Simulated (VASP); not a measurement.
Write the native input for VASP 6.6.1 that does the following.

```yaml
Task: single point
Functional: PBE
Potentials_or_basis: VASP PAW PBE potentials, release 64 (B, As)
Cutoff: 520 eV
k_mesh: 10 × 10 × 10
Occupations: gaussian, width 0.01 eV
Spin: no spin polarisation
Dipole_correction: no
Further_INCAR_settings: ALGO = Normal; EDIFF = 1e-06; NBANDS = 11
```

The structure of BAs lies in POSCAR:

```
BAs
1.0
    0.0000000000      2.3818618846      2.3818618846
    2.3818618846      0.0000000000      2.3818618846
    2.3818618846      2.3818618846      0.0000000000
B As
1 1
Direct
    0.0000000000      0.0000000000      0.0000000000
    0.7500000000      0.7500000000      0.7500000000
```

These files were run (other wordings do the same):

INCAR

```
  PREC = Accurate
  ENCUT = 520
  EDIFF = 1E-6
  ISMEAR = 0
  SIGMA = 0.01
  LREAL = False
  LASPH = True
  NELM = 100
  ALGO = Normal
  ISIF = 2
  LWAVE = False
  LCHARG = False
  GGA = PE
  NBANDS = 11
```

KPOINTS

```
Automatic mesh
0
Gamma
  10 10 10
```

Potentials or basis: VASP PAW PBE potentials, release 64 (B, As).

Command:

```console
$ cat potpaw_PBE.64/B/POTCAR potpaw_PBE.64/As/POTCAR > POTCAR
$ mpirun -np 1 vasp_std > vasp.out
```

It gave:

```yaml
Pressure: 4.7 GPa
Band_gap_on_the_k_mesh: 1.17 eV, indirect (least direct gap 3.29 eV)
```

Wall time 7.1 s on 1 thread of Intel(R) Xeon(R) 6975P-C (Granite Rapids), with other jobs on the host, peak memory 0.16 GiB.
